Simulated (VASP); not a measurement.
Input of a VASP 6.6.1 run:

The input INCAR:

```
PREC     = Accurate       # precision mode
ENCUT    = 600            # plane-wave cutoff, eV
EDIFF    = 1E-6           # SCF threshold, eV
ISMEAR   = 0              # smearing method
SIGMA    = 0.15           # smearing width, eV
LREAL    = False          # projectors in reciprocal space
LASPH    = True           # aspherical terms in the spheres
NELM     = 100            # most SCF steps
ALGO     = Normal         # electronic algorithm
ISIF     = 3              # what is computed and relaxed
LWAVE    = False          # write WAVECAR
LCHARG   = False          # write CHGCAR
GGA      = PE             # functional
IBRION   = 2              # ionic algorithm
NSW      = 36             # ionic steps
EDIFFG   = -0.08          # ionic threshold
```

Contents of KPOINTS:

```
regular mesh
0
Gamma
  2 2 3
```

POSCAR

```
PdCl4
1.0
    3.9640456600     -4.1625230700      0.0000000000
    3.9640456600      4.1625230700      0.0000000000
    0.0000000000      0.0000000000      3.5595920100
Pd Cl
1 4
Direct
    0.0000000000      0.0000000000      0.0000000000
    0.8105999900      0.1894000100      0.5000000000
    0.1894000100      0.8105999900      0.5000000000
    0.2852000000      0.2852000000      0.0000000000
    0.7148000000      0.7148000000      0.0000000000
```

Potentials or basis: VASP PAW PBE potentials, release 64 (Pd, Cl).

The run is started by

```bash
$ cat potpaw_PBE.64/Pd/POTCAR potpaw_PBE.64/Cl/POTCAR > POTCAR
$ mpirun -np 1 vasp_std > vasp.out
```

Question: Estimate the relaxed volume.

Answer: 26.05 Å³/atom.

Question: Predict the relaxed cell.

Answer: a = 6.031 Å, b = 6.031 Å, c = 3.585 Å, α = 90.00°, β = 90.00°, γ = 92.90°.

Question: What does it give for the band gap on the k mesh?

Answer: 0.07 eV (least direct gap 0.44 eV).

Forces on the atoms (eV/Å):
```
Pd   0.000  0.000  0.000
Cl   0.000  0.013  0.000
Cl   0.000 -0.013  0.000
Cl  -0.050  0.000  0.000
Cl   0.050  0.000  0.000
```

Caveat: the k points lie up to 0.58 Å⁻¹ apart in the final cell; the smearing spreads over this small gap; the relaxation stopped at a loose force limit of 0.08 eV/Å, so its end isn't a converged minimum. A k mesh can miss the band edges.
